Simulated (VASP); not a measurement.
A run of VASP 6.6.1 is set up as follows.

The input INCAR:

```
PREC     = Accurate       # precision mode
ENCUT    = 520            # plane-wave cutoff, eV
EDIFF    = 1E-6           # SCF threshold, eV
ISMEAR   = -1             # smearing method
SIGMA    = 0.05           # smearing width, eV
LREAL    = False          # projectors in reciprocal space
LASPH    = True           # aspherical terms in the spheres
NELM     = 120            # most SCF steps
ALGO     = Normal         # electronic algorithm
ISIF     = 2              # what is computed and relaxed
LWAVE    = False          # write WAVECAR
LCHARG   = True           # write CHGCAR
GGA      = CA             # functional
LELF     = True           # ELF
LVHAR    = True         
NBANDS   = 63             # bands
GGA_COMPAT= False
```

KPOINTS

```
regular mesh
0
Gamma
  1 1 1
```

File POSCAR:

```
CSO
1.0
    7.3582260000      0.0000000000      0.0000000000
    0.0000000000      7.3582260000      0.0000000000
    0.0000000000      0.0000000000      7.3582260000
O C S
6 6 6
Direct
    0.6991284471      0.5559709257      0.1937938622
    0.2249588965      0.5042111742      0.2330948992
    0.5388140971      0.1742547175     -0.1757752544
    0.0149601835      0.6552556461      0.5984432256
    0.8586627547      0.2760976727      0.5880603384
    0.6756415213      0.8944673019      0.5069059706
    0.6764366794      0.6111786473      0.0475877414
    0.3074346584      0.4665541794      0.3625081940
    0.4879849931      0.1348827466     -0.0315895361
    0.1171132441      0.7724335215      0.6241681384
    0.9169983587      0.2885655025      0.7339691049
    0.7842089412      0.9214009268      0.3957566185
    0.6469734850      0.6872140076     -0.1477421634
    0.4203063411      0.4161152632      0.5340204469
    0.4201418113      0.0818181163      0.1609154015
    0.2523675562      0.9311419824      0.6569563878
    0.9961576907      0.3078864906      0.9293510063
    0.9272969405      0.9566272776      0.2445950180
```

Potentials or basis: VASP PAW LDA potentials, release 64 (O, C, S).

Launch:

```bash
$ cat potpaw_LDA.64/O/POTCAR potpaw_LDA.64/C/POTCAR potpaw_LDA.64/S/POTCAR > POTCAR
$ mpirun -np 1 vasp_gam > vasp.out
```

(1) What does it give for the pressure?

(2) Predict the largest force.

(3) What does it give for the band gap on the k mesh?

Answers

(1) 0.1 GPa.

(2) 1.209 eV/Å.

(3) 4.46 eV.

Caveat: the k points lie up to 0.85 Å⁻¹ apart.
